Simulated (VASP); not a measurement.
A run of VASP 6.6.1:

File INCAR:

```
SYSTEM = H10CO5
PREC = Accurate ; ENCUT = 520
EDIFF = 1E-6 ; ISMEAR = -1
SIGMA = 0.05 ; LREAL = Auto
LASPH = .True. ; NELM = 80
ALGO = Normal ; ISIF = 2
LWAVE = .False. ; LCHARG = .False.
GGA = PE ; IVDW = 12
NBANDS = 36
```

The input KPOINTS:

```
Automatic mesh
0
Gamma
  1 1 1
  0 0 0
```

POSCAR

```
H10CO5
1.0
    5.6566530000      0.0000000000      0.0000000000
    0.0000000000      5.6566530000      0.0000000000
    0.0000000000      0.0000000000      5.6566530000
O H C
5 10 1
Direct
    0.5276795306      0.9327247049      0.0570832257
    0.6162831625      0.2991698448      0.7339675953
   -0.0683973367      0.5839672329      0.9591007262
    0.1021982434      1.2292428049      0.2507136287
    0.2526759198      0.8892714473      0.6343327052
    0.6475383942      0.8102848098      0.0211078884
    0.5834899189      1.0524421420     -0.0474131965
    0.4654165635      0.3468835723      0.6601783776
    0.7016870223      0.4369721813      0.8033725951
    0.0267826222      0.6998308010      0.8593774446
    0.0388569000      0.4691820410      1.0414462404
    0.2409375297      1.1273804492      0.2115561976
    0.0076723815      1.0856243082      0.2602245533
    0.6075677614      0.9026892758      0.5638670076
    0.4388107243      0.6336786082      0.4364418323
    0.4235543527      0.8071380726      0.5395947038
```

Potentials or basis: VASP PAW PBE potentials, release 64 (O, H, C).

Command:

```bash
$ cat potpaw_PBE.64/O/POTCAR potpaw_PBE.64/H/POTCAR potpaw_PBE.64/C/POTCAR > POTCAR
$ mpirun -np 1 vasp_gam > vasp.out
```

Hardware: 1 thread of Intel(R) Xeon(R) Platinum 8259CL CPU @ 2.50GHz (Skylake/Cascade Lake), with other jobs on the host.

Estimate the wall time of this run.

Wall time 20 s on 1 thread of Intel(R) Xeon(R) Platinum 8259CL CPU @ 2.50GHz (Skylake/Cascade Lake), with other jobs on the host, peak memory 0.25 GiB. Counts: scf iterations 14, k points 1.
